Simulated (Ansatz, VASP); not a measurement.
CaO: VASP beside Ansatz

```
Ca O
1.0
    -0.03896    2.39551    2.39551
     2.39551   -0.03896    2.39551
     2.39551    2.39551   -0.03896
Ca O
1 1
Cartesian
  0.0000 0.0000 0.0000
  2.3760 2.3760 2.3760
```

Change from the starting cell: epitaxial_111 strain +1.5%.

Alike in both runs: task single point; functional r2SCAN; k mesh 10 × 10 × 10; no spin polarisation.

|  | VASP | Ansatz |
| --- | --- | --- |
| version | VASP 6.6.1 | Ansatz 0.2.0 |
| potentials or method | VASP PAW PBE potentials, release 64 (Ca_sv, O) | plane waves, PAW |
| plane-wave cutoff (eV) | 520 | 500 |
| occupations | gaussian, width 0.01 eV | fixed |
| valence electrons in the cell | 16 | 16 |

Ansatz gave:

```
gap on the k mesh at the Fermi level (eV)                     : 4.14
pressure (GPa)                                                : -2.4
traceless stress, the component that is largest in VASP (GPa) : 1.22
```

Problem. Which values does VASP return?

Solution. gap on the k mesh at the Fermi level (eV): 4.13; pressure (GPa): -1.5; traceless stress, the component that is largest in VASP (GPa): 1.21.

VASP's potentials were made for PBE, not for r2SCAN.
